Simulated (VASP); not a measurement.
Set up this calculation in VASP 6.6.1, as the native input.

| Item | Value |
| --- | --- |
| Task | single point |
| Functional | PBEsol |
| Potentials or basis | VASP PAW PBE potentials, release 64 (Y_sv) |
| Cutoff | 520 eV |
| k mesh | 16 × 16 × 16 |
| Occupations | gaussian, width 0.15 eV |
| Spin | no spin polarisation |
| Dipole correction | no |
| Further INCAR settings | ALGO = Fast; EDIFF = 1e-06; NBANDS = 12 |

The structure of Y lies in POSCAR:

```
Y
1.0
    0.0000000000      2.2862000000      2.5844000000
    2.2862000000      0.0000000000      2.5844000000
    2.2862000000      2.2862000000      0.0000000000
Y
1
Direct
    0.0000000000      0.0000000000      0.0000000000
```

This cell differs from its parent crystal: strain -0.080 along x and y, +0.040 along z.

These files were run (other wordings do the same):

INCAR

```
PREC = Accurate
ENCUT = 520
EDIFF = 1E-6
ISMEAR = 0
SIGMA = 0.15
LREAL = F
LASPH = T
NELM = 80
ALGO = Fast
ISIF = 2
LWAVE = F
LCHARG = F
GGA = PS
NBANDS = 12
```

KPOINTS

```
Automatic mesh
0
Gamma
  16 16 16
```

Potentials or basis: VASP PAW PBE potentials, release 64 (Y_sv).

Command:

```console
$ cat potpaw_PBE.64/Y_sv/POTCAR > POTCAR
$ mpirun -np 1 vasp_std > vasp.out
```

It gave:

```
Pressure : 6.5 GPa
```

Caveat: the cell differs from its parent crystal (strain -0.080 along x and y, +0.040 along z); the PAW data sets were made with another functional, which shifts forces and pressure a little.

Wall time 67 s on 1 thread of Intel(R) Xeon(R) 6975P-C (Granite Rapids) (shared host), peak memory 0.27 GiB.
